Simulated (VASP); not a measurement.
# Na (R-3m) in VASP: further runs

Na is run at these levels: PBEsol; tasks: single point.

Everything below comes from runs of VASP 6.6.1. Logs are shortened: lines on timing, memory, paths and dates and some standing lists are left out, and cuts for length are marked.

## 1. The cell of the first run

It takes space group R-3m (No. 166, trigonal). The conventional cell has a = 8.613 Å, b = 8.613 Å, c = 22.032 Å, α = 90.00°, β = 90.00°, γ = 120.00°. Within 3.9 Å of Na (site symmetry m) lie 6 Na at 2.93 to 3.16 Å. Na (site symmetry m) has 7 Na at 3.13 to 3.53 Å within 4.1 Å.

## 2. Single point, PBEsol

Input file INCAR:

```
  PREC = Accurate
  ENCUT = 520
  EDIFF = 1E-7
  ISMEAR = 0
  SIGMA = 0.1
  LREAL = False
  LASPH = True
  NELM = 60
  ALGO = Fast
  ISIF = 2
  LWAVE = False
  LCHARG = False
  GGA = PS
  NBANDS = 54
```

Input file KPOINTS:

```
regular mesh
0
Gamma
  3 3 3
```

Input file POSCAR:

```
Na
1.0
    4.3063170215      2.4862532916      7.3440023585
   -4.3063170215      2.4862532916      7.3440023585
    0.0000000000     -4.9725065831      7.3440023585
Na
12
Direct
    0.0101900000      0.6536100000      0.0101900000
    0.0101900000      0.0101900000      0.6536100000
    0.6536100000      0.0101900000      0.0101900000
    0.9898100000      0.3463900000      0.9898100000
    0.3463900000      0.9898100000      0.9898100000
    0.9898100000      0.9898100000      0.3463900000
    0.2211800000      0.6306000000      0.2211800000
    0.2211800000      0.2211800000      0.6306000000
    0.6306000000      0.2211800000      0.2211800000
    0.7788200000      0.3694000000      0.7788200000
    0.3694000000      0.7788200000      0.7788200000
    0.7788200000      0.7788200000      0.3694000000
```

Potentials or basis: VASP PAW PBE potentials, release 64 (Na_pv).

On the command line:

```console
$ cat potpaw_PBE.64/Na_pv/POTCAR > POTCAR
$ mpirun -np 1 vasp_std > vasp.out
```

OUTCAR:

```text
PREC = Accurate
   ENCUT = 520
   EDIFF = 1E-7
   ISMEAR = 0
   LREAL = False
   LASPH = True
   NELM = 60
   ISIF = 2
   GGA = PS

 ion  position               nearest neighbor table
   1  0.010  0.654  0.010-
   2  0.010  0.010  0.654-
   3  0.654  0.010  0.010-
   4  0.990  0.346  0.990-
   5  0.346  0.990  0.990-
   6  0.990  0.990  0.346-
   7  0.221  0.631  0.221-
   8  0.221  0.221  0.631-
   9  0.631  0.221  0.221-
  10  0.779  0.369  0.779-
  11  0.369  0.779  0.779-
  12  0.779  0.779  0.369-

  LATTYP: Found a trigonal (rhomboedric) cell.
 ALAT       =     8.8690581440
 COS(alpha) =     0.5284942553

  Lattice vectors:

 A1 = (   4.3063170215,   2.4862532916,   7.3440023585)
 A2 = (  -4.3063170215,   2.4862532916,   7.3440023585)
 A3 = (   0.0000000000,  -4.9725065831,   7.3440023585)

Analysis of symmetry for initial positions (statically):
=====================================================================
 Subroutine PRICEL returns:
 Original cell was already a primitive cell.

 Routine SETGRP: Setting up the symmetry group for a
 trigonal (rhombohedral) supercell.

 Subroutine GETGRP returns: Found 12 space group operations
 (whereof 12 operations were pure point group operations)
 out of a pool of 12 trial point group operations.

The static configuration has the point symmetry D_3d.

Analysis of symmetry for dynamics (positions and initial velocities):
=====================================================================
 Subroutine PRICEL returns:
 Original cell was already a primitive cell.

 Routine SETGRP: Setting up the symmetry group for a
 trigonal (rhombohedral) supercell.

 Subroutine GETGRP returns: Found 12 space group operations
 (whereof 12 operations were pure point group operations)
 out of a pool of 12 trial point group operations.

The dynamic configuration has the point symmetry D_3d.

 Subroutine INISYM returns: Found 12 space group operations
 (whereof 12 operations are pure point group operations),
 and found     1 'primitive' translations

----------------------------------------------------------------------------------------

                                     Primitive cell

  volume of cell :     471.7755

  direct lattice vectors                    reciprocal lattice vectors
     4.306317021  2.486253292  7.344002359     0.116108498  0.067035272  0.045388511
    -4.306317021  2.486253292  7.344002359    -0.116108498  0.067035272  0.045388511
     0.000000000 -4.972506583  7.344002359     0.000000000 -0.134070545  0.045388511

  length of vectors
     8.869058144  8.869058144  8.869058144     0.141545145  0.141545145  0.141545145

  position of ions in fractional coordinates (direct lattice)
     0.010190000  0.653610000  0.010190000
     0.010190000  0.010190000  0.653610000
     0.653610000  0.010190000  0.010190000
     0.989810000  0.346390000  0.989810000
     0.346390000  0.989810000  0.989810000
     0.989810000  0.989810000  0.346390000
     0.221180000  0.630600000  0.221180000
     0.221180000  0.221180000  0.630600000
     0.630600000  0.221180000  0.221180000
     0.778820000  0.369400000  0.778820000
     0.369400000  0.778820000  0.778820000
     0.778820000  0.778820000  0.369400000

  ion indices of the primitive-cell ions
   primitive index   ion index
                 1           1
                 2           2
                 3           3
                 4           4
                 5           5
                 6           6
                 7           7
                 8           8
                 9           9
                10          10
                11          11
                12          12

----------------------------------------------------------------------------------------

 KPOINTS: regular mesh

Automatic generation of k-mesh.
 Grid dimensions read from file:
 generate k-points for:    3    3    3

 Generating k-lattice:

  Cartesian coordinates                     Fractional coordinates (reciprocal lattice)
     0.038702833  0.022345091  0.015129504     0.333333333 -0.000000000 -0.000000000
    -0.038702833  0.022345091  0.015129504    -0.000000000  0.333333333 -0.000000000
     0.000000000 -0.044690182  0.015129504     0.000000000  0.000000000  0.333333333

  Length of vectors
     0.047181715  0.047181715  0.047181715

  Shift w.r.t. Gamma in fractional coordinates (k-lattice)
     0.000000000  0.000000000  0.000000000

 Subroutine IBZKPT returns following result:
 ===========================================

 Found      6 irreducible k-points:

 Following reciprocal coordinates:
            Coordinates               Weight
  0.000000  0.000000  0.000000      1.000000
  0.333333  0.000000  0.000000      6.000000
  0.333333  0.333333  0.000000      6.000000
 -0.333333  0.333333  0.000000      6.000000
  0.333333  0.333333  0.333333      2.000000
 -0.333333  0.333333  0.333333      6.000000
   k-points           NKPTS =      6   k-points in BZ     NKDIM =      6   number of bands    NBANDS=     54
   number of dos      NEDOS =    301   number of ions     NIONS =     12
   total plane-waves  NPLWV = 343000
   dimension x,y,z NGX =    70 NGY =   70 NGZ =   70
   dimension x,y,z NGXF=   140 NGYF=  140 NGZF=  140
   ions per type =              12
   NGX,Y,Z   is equivalent  to a cutoff of  13.12, 13.12, 13.12 a.u.
   NGXF,Y,Z  is equivalent  to a cutoff of  26.24, 26.24, 26.24 a.u.
 SYSTEM =  unknown system
   PREC   = accura    normal or accurate (medium, high low for compatibility)
   ISTART =      0    job   : 0-new  1-cont  2-samecut
   ICHARG =      2    charge: 1-file 2-atom 10-const
   ISPIN  =      1    spin polarized calculation?
   LNONCOLLINEAR =      F non collinear calculations
   LSORBIT =      F    spin-orbit coupling
   LASPH  =      T    aspherical Exc in radial PAW
   ENCUT  =  520.0 eV  38.22 Ry    6.18 a.u.  16.49 16.49 16.49*2*pi/ulx,y,z
   NELM   =     60;   NELMIN=  2; NELMDL= -5     # of ELM steps
   EDIFF  = 0.1E-06   stopping-criterion for ELM
   LREAL  =      F    real-space projection
   EDIFFG = 0.1E-05   stopping-criterion for IOM
   NSW    =      0    number of steps for IOM
   IBRION =     -1    ionic relax: 0-MD 1-quasi-New 2-CG
   NFREE  =      0    steps in history (QN), initial steepest desc. (CG)
   ISIF   =      2    stress and relaxation
   ISYM   =      2    0-nonsym 1-usesym 2-fastsym
   POTIM  = 0.5000    time-step for ionic-motion
   TEBEG  =    0.0;   TEEND  =   0.0 temperature during run
   PSTRESS=    0.0 pullay stress
   NELECT =      84.0000    total number of electrons
   NUPDOWN=      -1.0000    fix difference up-down
   EMIN   =  10.00;   EMAX   =-10.00  energy-range for DOS
   EFERMI =   0.00;   METHOD = LEGACY
   ISMEAR =     0;   SIGMA  =   0.10  broadening in eV -4-tet -1-fermi 0-gaus
   EFERMI_NEDOS =   21; number of points for ismear=-14 and -15
   IALGO  =     68    algorithm
   IMIX   =      4    mixing-type and parameters
     AMIX     =   0.40;   BMIX     =  1.00
     AMIX_MAG =   1.60;   BMIX_MAG =  1.00
  volume/ion in A,a.u.               =      39.31       265.31
  Fermi-wavevector in a.u.,A,eV,Ry     =   0.920993  1.740424 11.540833  0.848227
  Thomas-Fermi vector in A             =   2.046360
   LORBIT       =      0    0 simple, 1 ext, 2 COOP (PROOUT), +10 PAW based schemes
   GGA     = PS    functional components
   LHFCALC =     F    Hartree Fock is set to
   AEXX    =    0.0000 exact exchange contribution
   IVDW    =     0    specifies the selected vdW correction
   LEPSILON=     F    determine dielectric tensor
   LRPA    =     F    only Hartree local field effects (RPA)
 non-spin polarized calculation
 RMM-DIIS sequential band-by-band and
 Gauss-broadening in eV      SIGMA  =   0.10
  energy-cutoff  :      520.00
  volume of cell :      471.78
 maximum number of plane-waves:     12722
 NGX is ok and might be reduce to    70
   NGX = 33   NGY = 33   NGZ = 33

 number of electron      83.9999994 magnetization

 Free energy of the ion-electron system (eV)
  ---------------------------------------------------
  ext. energy  EPLUGINS =         0.00000000
  ---------------------------------------------------
  free energy    TOTEN  =       -12.90559213 eV

  energy without entropy =      -12.89167522  energy(sigma->0) =      -12.89863367

 E-fermi :   0.3496     XC(G=0):  -6.2300

 val. band max:        0.0376676228   @ k =   0.3333   0.0000   0.0000
 cond. band min:       0.3663983573   @ k =   0.0000   0.0000   0.0000
 fundamental gap:      0.3287307345
 Fermi energy:         0.3495584379

 k-point     1 :       0.0000    0.0000    0.0000
  band No.  band energies     occupation
      1     -25.1487      2.00000
      2     -25.1204      2.00000
      3     -25.1204      2.00000
      4     -25.1095      2.00000
      5     -25.0902      2.00000
      6     -25.0894      2.00000
[... 46 lines left out ...]
     53       3.8699      0.00000
     54       3.9094      0.00000

 k-point     2 :       0.3333    0.0000    0.0000
  band No.  band energies     occupation
      1     -25.1443      2.00000
      2     -25.1292      2.00000
      3     -25.1205      2.00000
      4     -25.1035      2.00000
      5     -25.0939      2.00000
      6     -25.0874      2.00000
[... 46 lines left out ...]
     53       2.6554      0.00000
     54       3.2575      0.00000

 k-point     3 :       0.3333    0.3333    0.0000
  band No.  band energies     occupation
      1     -25.1439      2.00000
      2     -25.1295      2.00000
      3     -25.1201      2.00000
      4     -25.1033      2.00000
      5     -25.0943      2.00000
      6     -25.0866      2.00000
[... 46 lines left out ...]
     53       2.5887      0.00000
     54       2.7098      0.00000

 k-point     4 :      -0.3333    0.3333    0.0000
  band No.  band energies     occupation
      1     -25.1377      2.00000
      2     -25.1371      2.00000
      3     -25.1206      2.00000
      4     -25.0987      2.00000
      5     -25.0979      2.00000
      6     -25.0859      2.00000
[... 46 lines left out ...]
     53       3.0268      0.00000
     54       3.0656      0.00000

 k-point     5 :       0.3333    0.3333    0.3333
  band No.  band energies     occupation
      1     -25.1479      2.00000
      2     -25.1200      2.00000
      3     -25.1200      2.00000
      4     -25.1095      2.00000
      5     -25.0910      2.00000
      6     -25.0885      2.00000
[... 46 lines left out ...]
     53       2.4068      0.00000
     54       3.0244      0.00000

 k-point     6 :      -0.3333    0.3333    0.3333
  band No.  band energies     occupation
      1     -25.1435      2.00000
      2     -25.1295      2.00000
      3     -25.1202      2.00000
      4     -25.1030      2.00000
      5     -25.0945      2.00000
      6     -25.0867      2.00000
[... 46 lines left out ...]
     53       2.9667      0.00000
     54       3.1983      0.00000

------------------------ aborting loop because EDIFF is reached ----------------------------------------

  FORCE on cell =-STRESS in cart. coord.  units (eV):
  Direction    XX          YY          ZZ          XY          YZ          ZX
  --------------------------------------------------------------------------------------
  -------------------------------------------------------------------------------------
  Total        5.5978883      5.5978883      6.4229397      0.0000000      0.0000000      0.0000000
  in kB       19.0107556     19.0107556     21.8126785      0.0000000      0.0000000      0.0000000
  external PRESSURE =      19.9447299 kB  Pullay stress =       0.0000000 kB

 VOLUME and BASIS-vectors are now :
 -----------------------------------------------------------------------------
  energy-cutoff  :      520.00
  volume of cell :      471.78
      direct lattice vectors                 reciprocal lattice vectors
     4.306317021  2.486253292  7.344002359     0.116108498  0.067035272  0.045388511
    -4.306317021  2.486253292  7.344002359    -0.116108498  0.067035272  0.045388511
     0.000000000 -4.972506583  7.344002359     0.000000000 -0.134070545  0.045388511

 POSITION                                       TOTAL-FORCE (eV/Angst)
 -----------------------------------------------------------------------------------
     -2.77077      1.59971      4.94978         0.296425     -0.171141     -0.123598
      0.00000     -3.19941      4.94978         0.000000      0.342282     -0.123598
      2.77077      1.59971      4.94978        -0.296425     -0.171141     -0.123598
      2.77077     -1.59971     17.08222        -0.296425      0.171141      0.123598
     -2.77077     -1.59971     17.08222         0.296425      0.171141      0.123598
      0.00000      3.19941     17.08222         0.000000     -0.342282      0.123598
     -1.76309      1.01792      7.87982         0.462858     -0.267231      0.124797
      0.00000     -2.03584      7.87982         0.000000      0.534462      0.124797
      1.76309      1.01792      7.87982        -0.462858     -0.267231      0.124797
      1.76309     -1.01792     14.15219        -0.462858      0.267231     -0.124797
     -1.76309     -1.01792     14.15219         0.462858      0.267231     -0.124797
      0.00000      2.03584     14.15219         0.000000     -0.534462     -0.124797
 -----------------------------------------------------------------------------------
    total drift:                               -0.000000     -0.000000      0.000000

  FREE ENERGIE OF THE ION-ELECTRON SYSTEM (eV)
  ---------------------------------------------------
  free  energy   TOTEN  =       -12.9055921258 eV

  energy  without entropy=      -12.8916752172  energy(sigma->0) =      -12.89863367
```

Wall time 8 min (1 thread of Oxide Virtual Turin-like, shared host); peak memory 0.68 GiB.

What came out:

| Property | Result |
| --- | --- |
| Free energy | -12.9056 eV |
| Pressure | 2.0 GPa |
| Largest force | 0.549 eV/Å |
| Band gap on the k mesh | zero (bands 42 and 43 overlap by 0.57 eV) |

Forces on the atoms (eV/Å):
```
Na   0.296 -0.171 -0.124
Na   0.000  0.342 -0.124
Na  -0.296 -0.171 -0.124
Na  -0.296  0.171  0.124
Na   0.296  0.171  0.124
Na   0.000 -0.342  0.124
Na   0.463 -0.267  0.125
Na   0.000  0.534  0.125
Na  -0.463 -0.267  0.125
Na  -0.463  0.267 -0.125
Na   0.463  0.267 -0.125
Na   0.000 -0.534 -0.125
```

Levels at points of the mesh, in eV from the Fermi level:
```csv
k point,band 40,band 41,band 42,band 43,band 44,band 45
"(0.00, 0.00, 0.00)",-0.71,-0.68,-0.46,-0.38,-0.38,0.02
```

Caveat: the PAW data sets were made with another functional, which shifts forces and pressure a little.

(Part 1 of 2 ends here.)

The gap in the log of VASP goes by the Fermi energy; the results here count the filled bands.